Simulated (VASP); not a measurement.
# Cs (P6/mmm) in VASP: relaxation of cell and atoms with PBEsol

Aim: the relaxation of cell and atoms of Cs with PBEsol.

All numbers are computed with VASP 6.6.1; they aren't measurements. Logs are shortened: lines on timing, memory, paths and dates and some standing lists are left out, and cuts for length are marked.

### 1 The cell of the first run

It takes space group P6/mmm (No. 191, hexagonal). The conventional cell has a = 7.368 Å, b = 7.368 Å, c = 4.409 Å, α = 90.00°, β = 90.00°, γ = 120.00°. Within 5.8 Å of Cs (site symmetry 6/mmm) lie 14 Cs at 4.41 to 4.79 Å. Cs (site symmetry -6m2) has 11 Cs at 4.25 to 4.79 Å within 5.6 Å.

This isn't the form of Cs at room conditions, which is bcc.

### 2 Relaxation of cell and atoms, PBEsol, target pressure 1.8 GPa, at which the enthalpy is minimised

Input file INCAR:

```
SYSTEM = Cs
  ALGO = Normal
  EDIFF = 1E-6
  EDIFFG = -0.005
  ENCUT = 600
  GGA = PS
  IBRION = 2
  ISIF = 3
  ISMEAR = -1
  LASPH = .True.
  LCHARG = .False.
  LREAL = .False.
  LWAVE = .False.
  NELM = 100
  NSW = 32
  PREC = Accurate
  PSTRESS = 18.0
  SIGMA = 0.08
```

Input file KPOINTS:

```
k-points
0
Gamma
  5 5 7
  0 0 0
```

Input file POSCAR:

```
Cs
1.0
    7.3677998641      0.0000000000      0.0000000000
   -3.6838999320      6.3807018523      0.0000000000
    0.0000000000      0.0000000000      4.4086680816
Cs
3
Direct
    0.0000000000      0.0000000000      0.0000000000
    0.3333333333      0.6666666667      0.5000000000
    0.6666666667      0.3333333333      0.5000000000
```

Potentials or basis: VASP PAW PBE potentials, release 64 (Cs_sv).

Launch:

```sh
$ cat potpaw_PBE.64/Cs_sv/POTCAR > POTCAR
$ mpirun -np 1 vasp_std > vasp.out
```

OUTCAR:

```text
SYSTEM = Cs
   EDIFF = 1E-6
   EDIFFG = -0.005
   ENCUT = 600
   GGA = PS
   IBRION = 2
   ISIF = 3
   ISMEAR = -1
   LASPH = .True.
   LREAL = .False.
   NELM = 100
   NSW = 32
   PREC = Accurate
   PSTRESS = 18.0

 ion  position               nearest neighbor table
   1  0.000  0.000  0.000-
   2  0.333  0.667  0.500-
   3  0.667  0.333  0.500-

  LATTYP: Found a hexagonal cell.
 ALAT       =     7.3677998641
 C/A-ratio  =     0.5983696847

  Lattice vectors:

 A1 = (   7.3677998641,   0.0000000000,   0.0000000000)
 A2 = (  -3.6838999320,   6.3807018523,   0.0000000000)
 A3 = (   0.0000000000,   0.0000000000,   4.4086680816)

Analysis of symmetry for initial positions (statically):
=====================================================================
 Subroutine PRICEL returns:
 Original cell was already a primitive cell.

 Routine SETGRP: Setting up the symmetry group for a
 hexagonal supercell.

 Subroutine GETGRP returns: Found 24 space group operations
 (whereof 24 operations were pure point group operations)
 out of a pool of 24 trial point group operations.

The static configuration has the point symmetry D_6h.

Analysis of symmetry for dynamics (positions and initial velocities):
=====================================================================
 Subroutine PRICEL returns:
 Original cell was already a primitive cell.

 Routine SETGRP: Setting up the symmetry group for a
 hexagonal supercell.

 Subroutine GETGRP returns: Found 24 space group operations
 (whereof 24 operations were pure point group operations)
 out of a pool of 24 trial point group operations.

The dynamic configuration has the point symmetry D_6h.

 Subroutine INISYM returns: Found 24 space group operations
 (whereof 24 operations are pure point group operations),
 and found     1 'primitive' translations

----------------------------------------------------------------------------------------

                                     Primitive cell

  volume of cell :     207.2591

  direct lattice vectors                    reciprocal lattice vectors
     7.367799864  0.000000000  0.000000000     0.135725728  0.078361286  0.000000000
    -3.683899932  6.380701852  0.000000000     0.000000000  0.156722571  0.000000000
     0.000000000  0.000000000  4.408668082     0.000000000  0.000000000  0.226825876

  length of vectors
     7.367799864  7.367799864  4.408668082     0.156722571  0.156722571  0.226825876

  position of ions in fractional coordinates (direct lattice)
     0.000000000  0.000000000  0.000000000
     0.333333333  0.666666667  0.500000000
     0.666666667  0.333333333  0.500000000

  ion indices of the primitive-cell ions
   primitive index   ion index
                 1           1
                 2           2
                 3           3

----------------------------------------------------------------------------------------

 KPOINTS: k-points

Automatic generation of k-mesh.
 Grid dimensions read from file:
 generate k-points for:    5    5    7

 Generating k-lattice:

  Cartesian coordinates                     Fractional coordinates (reciprocal lattice)
     0.027145146  0.015672257  0.000000000     0.200000000  0.000000000  0.000000000
     0.000000000  0.031344514  0.000000000     0.000000000  0.200000000  0.000000000
     0.000000000  0.000000000  0.032403697     0.000000000  0.000000000  0.142857143

  Length of vectors
     0.031344514  0.031344514  0.032403697

  Shift w.r.t. Gamma in fractional coordinates (k-lattice)
     0.000000000  0.000000000  0.000000000

 Subroutine IBZKPT returns following result:
[... 50 lines left out ...]
   ISIF   =      3    stress and relaxation
   ISYM   =      2    0-nonsym 1-usesym 2-fastsym
   POTIM  = 0.5000    time-step for ionic-motion
   TEBEG  =    0.0;   TEEND  =   0.0 temperature during run
   PSTRESS=   18.0 pullay stress
   NELECT =      27.0000    total number of electrons
   NUPDOWN=      -1.0000    fix difference up-down
   EMIN   =  10.00;   EMAX   =-10.00  energy-range for DOS
   EFERMI =   0.00;   METHOD = LEGACY
   ISMEAR =    -1;   SIGMA  =   0.08  broadening in eV -4-tet -1-fermi 0-gaus
   EFERMI_NEDOS =   21; number of points for ismear=-14 and -15
   IALGO  =     38    algorithm
   IMIX   =      4    mixing-type and parameters
     AMIX     =   0.40;   BMIX     =  1.00
     AMIX_MAG =   1.60;   BMIX_MAG =  1.00
  volume/ion in A,a.u.               =      69.09       466.22
  Fermi-wavevector in a.u.,A,eV,Ry     =   0.829898  1.568280  9.370756  0.688731
  Thomas-Fermi vector in A             =   1.942524
   LORBIT       =      0    0 simple, 1 ext, 2 COOP (PROOUT), +10 PAW based schemes
   GGA     = PS    functional components
   LHFCALC =     F    Hartree Fock is set to
   AEXX    =    0.0000 exact exchange contribution
   IVDW    =     0    specifies the selected vdW correction
   LEPSILON=     F    determine dielectric tensor
   LRPA    =     F    only Hartree local field effects (RPA)
 conjugate gradient relaxation of ions
 non-spin polarized calculation
  energy-cutoff  :      600.00
  volume of cell :      207.26
 maximum number of plane-waves:      6948
 NGX is ok and might be reduce to    60
   NGX = 29   NGY = 29   NGZ = 17

--------------------------------------- Ionic step        1  -------------------------------------------

 number of electron      26.9999994 magnetization

 Free energy of the ion-electron system (eV)
  ---------------------------------------------------
  ext. energy  EPLUGINS =         0.00000000
  ---------------------------------------------------
  free energy    TOTEN  =        -2.34018099 eV

  energy without entropy =       -2.25439943  energy(sigma->0) =       -2.29729021

------------------------ aborting loop because EDIFF is reached ----------------------------------------

  FORCE on cell =-STRESS in cart. coord.  units (eV):
  Direction    XX          YY          ZZ          XY          YZ          ZX
  --------------------------------------------------------------------------------------
  -------------------------------------------------------------------------------------
  Total        2.3097747      2.3097747      2.3090786      0.0000000      0.0000000     -0.0000000
  in kB       17.8552743     17.8552743     17.8498936      0.0000000      0.0000000     -0.0000000
  external PRESSURE =      -0.1465193 kB  Pullay stress =      18.0000000 kB

 VOLUME and BASIS-vectors are now :
 -----------------------------------------------------------------------------
  energy-cutoff  :      600.00
  volume of cell :      207.26
      direct lattice vectors                 reciprocal lattice vectors
     7.367799864  0.000000000  0.000000000     0.135725728  0.078361286  0.000000000
    -3.683899932  6.380701852  0.000000000     0.000000000  0.156722571  0.000000000
     0.000000000  0.000000000  4.408668082     0.000000000  0.000000000  0.226825876

 POSITION                                       TOTAL-FORCE (eV/Angst)
 -----------------------------------------------------------------------------------
      0.00000      0.00000      0.00000         0.000000     -0.000000      0.000000
     -0.00000      4.25380      2.20433         0.000000     -0.000000      0.000000
      3.68390      2.12690      2.20433        -0.000000      0.000000     -0.000000
 -----------------------------------------------------------------------------------
    total drift:                                0.000000     -0.000000     -0.000000

  FREE ENERGIE OF THE ION-ELECTRON SYSTEM (eV)
  ---------------------------------------------------
  free  energy   TOTEN  =        -2.3401809883 eV

  energy  without entropy=       -2.2543994260  energy(sigma->0) =       -2.29729021

  enthalpy is  TOTEN    =        -0.0116844419 eV   P V=        2.3284965464

--------------------------------------- Ionic step        2  -------------------------------------------

 number of electron      26.9999994 magnetization

 Free energy of the ion-electron system (eV)
  ---------------------------------------------------
  ext. energy  EPLUGINS =         0.00000000
  ---------------------------------------------------
  free energy    TOTEN  =        -2.33806669 eV

  energy without entropy =       -2.25223853  energy(sigma->0) =       -2.29515261

 E-fermi :   1.9521     XC(G=0):  -7.0058

 val. band max:        1.9214045229   @ k =   0.4000   0.2000   0.2857
 cond. band min:       1.9926523791   @ k =   0.4000   0.0000   0.1429
 fundamental gap:      0.0712478562
 Fermi energy:         1.9521354211

 k-point     1 :       0.0000    0.0000    0.0000
  band No.  band energies     occupation
      1     -21.7845      2.00000
      2     -21.7050      2.00000
      3     -21.5979      2.00000
      4      -8.8377      2.00000
      5      -8.8377      2.00000
      6      -8.6086      2.00000
[... 377 lines left out ...]
      4      -8.9191      2.00000
      5      -8.8406      2.00000
      6      -8.7811      2.00000
[... 9 lines left out ...]
     16       2.8343      0.00003
     17       2.9976      0.00000

------------------------ aborting loop because EDIFF is reached ----------------------------------------

  FORCE on cell =-STRESS in cart. coord.  units (eV):
  Direction    XX          YY          ZZ          XY          YZ          ZX
  --------------------------------------------------------------------------------------
  -------------------------------------------------------------------------------------
  Total        2.3153813      2.3153813      2.3142856      0.0000000     -0.0000000      0.0000000
  in kB       17.9149916     17.9149916     17.9065138      0.0000000     -0.0000000      0.0000000
  external PRESSURE =      -0.0878343 kB  Pullay stress =      18.0000000 kB

 VOLUME and BASIS-vectors are now :
 -----------------------------------------------------------------------------
  energy-cutoff  :      600.00
  volume of cell :      207.07
      direct lattice vectors                 reciprocal lattice vectors
     7.365581685  0.000000000 -0.000000000     0.135766602  0.078384884 -0.000000000
    -3.682790842  6.378780853  0.000000000    -0.000000000  0.156769769 -0.000000000
     0.000000000  0.000000000  4.407291444     0.000000000 -0.000000000  0.226896726

 POSITION                                       TOTAL-FORCE (eV/Angst)
 -----------------------------------------------------------------------------------
     -3.68279      6.37878      0.00000        -0.000000      0.000000      0.000000
     -0.00000      4.25252      2.20365         0.000000     -0.000000     -0.000000
      3.68279      2.12626      2.20365        -0.000000      0.000000      0.000000
 -----------------------------------------------------------------------------------
    total drift:                                0.000000     -0.000000     -0.000000

  FREE ENERGIE OF THE ION-ELECTRON SYSTEM (eV)
  ---------------------------------------------------
  free  energy   TOTEN  =        -2.3380666914 eV

  energy  without entropy=       -2.2522385252  energy(sigma->0) =       -2.29515261

  enthalpy is  TOTEN    =        -0.0116986385 eV   P V=        2.3263680529

 reached required accuracy - stopping structural energy minimisation
```

Wall time 53 s (1 thread of AMD EPYC 9R45 (Zen 5), shared host); peak memory 0.34 GiB.

What came out:

```
Free energy                                                : -2.3381 eV
Relaxed volume                                             : 69.02 Å³/atom
Relaxed cell                                               : a = 7.366 Å, b = 7.366 Å, c = 4.407 Å, α = 90.00°, β = 90.00°, γ = 120.00°
Space group after relaxing (to 0.1 Å)                      : P6/mmm (No. 191)
Energy change on relaxing (the run minimises the enthalpy) : +0.7 meV/atom
Ionic steps                                                : 2
Pressure after relaxing                                    : 1.8 GPa
Band gap on the k mesh                                     : zero (an odd number of electrons rules out a gap without spin polarisation)
```

Step by step:
```csv
step,energy change (eV),largest force (eV/Å),pressure (GPa),volume (Å³)
1,0.0000,0.0000,1.79,207.26
2,0.0021,0.0000,1.79,207.07
```

Final structure:
```cif
data_structure
_symmetry_space_group_name_H-M 'P 1'
_symmetry_Int_Tables_number 1
_cell_length_a 7.3656
_cell_length_b 7.3656
_cell_length_c 4.4073
_cell_angle_alpha 90.000
_cell_angle_beta 90.000
_cell_angle_gamma 120.000
_cell_volume 207.07
loop_
_atom_site_label
_atom_site_type_symbol
_atom_site_fract_x
_atom_site_fract_y
_atom_site_fract_z
_atom_site_occupancy
Cs1 Cs 0.00000 0.00000 0.00000 1
Cs2 Cs 0.33333 0.66667 0.50000 1
Cs3 Cs 0.66667 0.33333 0.50000 1
```

Caveat: the cell is relaxed towards a set pressure, so the run minimises the enthalpy, not the energy; the PAW data sets were made with another functional, which shifts forces and pressure a little; spin-orbit coupling is left out, which moves the levels of the heavy elements.

The gap in the log of VASP goes by the Fermi energy; the results here count the filled bands.